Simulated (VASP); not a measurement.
Write the native input for VASP 6.6.1 that does the following.

- Task: single point
- Functional: PBE
- Potentials or basis: VASP PAW PBE potentials, release 64 (Hf_pv, Sn_d, Ag)
- Cutoff: 520 eV
- k mesh: 7 × 7 × 7
- Occupations: fermi-dirac, width 0.1017 eV
- Spin: no spin polarisation
- Dipole correction: no
- Further INCAR settings: ALGO = Normal; EDIFF = 1e-07; NBANDS = 38

The structure of HfAg2Sn2 lies in POSCAR:

```
HfAg2Sn2
1.0
    0.0000000000      4.5448830000     -0.0000001991
    4.5448830000      0.0000000000     -0.0000001991
    2.2724412500      2.2724412500     -5.7078671991
Hf Sn Ag
1 2 2
Direct
    0.0000000000      0.0000000000      0.0000000000
    0.3828456698      0.3828456698      0.2343086603
    0.6171543302      0.6171543302      0.7656913397
    0.7500000000      0.2500000000      0.5000000000
    0.2500000000      0.7500000000      0.5000000000
```

One way to write it, as run:

INCAR

```
SYSTEM = HfAg2Sn2
  PREC = Accurate
  ENCUT = 520
  EDIFF = 1E-7
  ISMEAR = -1
  SIGMA = 0.1017
  LREAL = .False.
  LASPH = .True.
  NELM = 80
  ALGO = Normal
  ISIF = 2
  LWAVE = .False.
  LCHARG = .True.
  GGA = PE
  LELF = .True.
  LVHAR = .True.
  NBANDS = 38
```

KPOINTS

```
Automatic mesh
0
Gamma
  7 7 7
  0 0 0
```

Potentials or basis: VASP PAW PBE potentials, release 64 (Hf_pv, Sn_d, Ag).

Command:

```bash
$ cat potpaw_PBE.64/Hf_pv/POTCAR potpaw_PBE.64/Sn_d/POTCAR potpaw_PBE.64/Ag/POTCAR > POTCAR
$ mpirun -np 1 vasp_std > vasp.out
```

It gave:

```yaml
Pressure: -2.1 GPa
Largest_force: 0.010 eV/Å
Band_gap_on_the_k_mesh: zero (bands 30 and 31 overlap by 0.73 eV)
```

Caveat: spin-orbit coupling is left out, which moves the levels of the heavy elements.

It took 2.7 min on 1 thread of Intel(R) Xeon(R) Platinum 8488C (Sapphire Rapids) (shared host), peak memory 0.35 GiB.
